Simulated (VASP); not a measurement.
A run of VASP 6.6.1 is set up as follows.

INCAR

```
PREC = Accurate
ENCUT = 520
EDIFF = 1E-6
ISMEAR = 0
SIGMA = 0.02
LREAL = False
LASPH = True
NELM = 100
ALGO = Normal
ISIF = 2
LWAVE = False
LCHARG = False
GGA = PE
NBANDS = 20
```

File KPOINTS:

```
Automatic mesh
0
Gamma
  4 4 6
```

Contents of POSCAR:

```
HgH8
1.0
    5.8708322000     -3.9422961000      0.0000000000
    5.8708322000      3.9422961000      0.0000000000
   -1.5096448000      0.0000000000      4.5404267000
Hg H
1 8
Direct
    0.6315990000      0.6315990000      0.3508300000
    0.6246570000      0.2182150000      0.7983130000
    0.6156710000      0.1259710000      0.6812860000
    0.1259710000      0.6156710000      0.6812860000
    0.2182150000      0.6246570000      0.7983130000
    0.2298290000      0.2298290000      0.9781410000
    0.9706780000      0.9706780000      0.2370750000
    0.1817660000      0.1817660000      0.0509310000
    0.0087570000      0.0087570000      0.3960460000
```

Potentials or basis: VASP PAW PBE potentials, release 64 (Hg, H).

Run with:

```sh
$ cat potpaw_PBE.64/Hg/POTCAR potpaw_PBE.64/H/POTCAR > POTCAR
$ mpirun -np 1 vasp_std > vasp.out
```

Problem. What does it give for the largest force?

Solution. 0.015 eV/Å.

Problem. Predict the band gap on the k mesh.

Solution. 4.56 eV.

Problem. What does it give for the pressure?

Solution. -0.1 GPa.

Forces on the atoms (eV/Å):
```
Hg   0.000  0.000  0.000
H    0.000  0.001  0.001
H    0.000 -0.001 -0.001
H    0.000  0.001 -0.001
H    0.000 -0.001  0.001
H   -0.009  0.000  0.003
H    0.004  0.000  0.014
H    0.009  0.000 -0.004
H   -0.003  0.000 -0.014
```

Caveat: spin-orbit coupling is left out, which moves the levels of the heavy elements. A k mesh can miss the band edges.
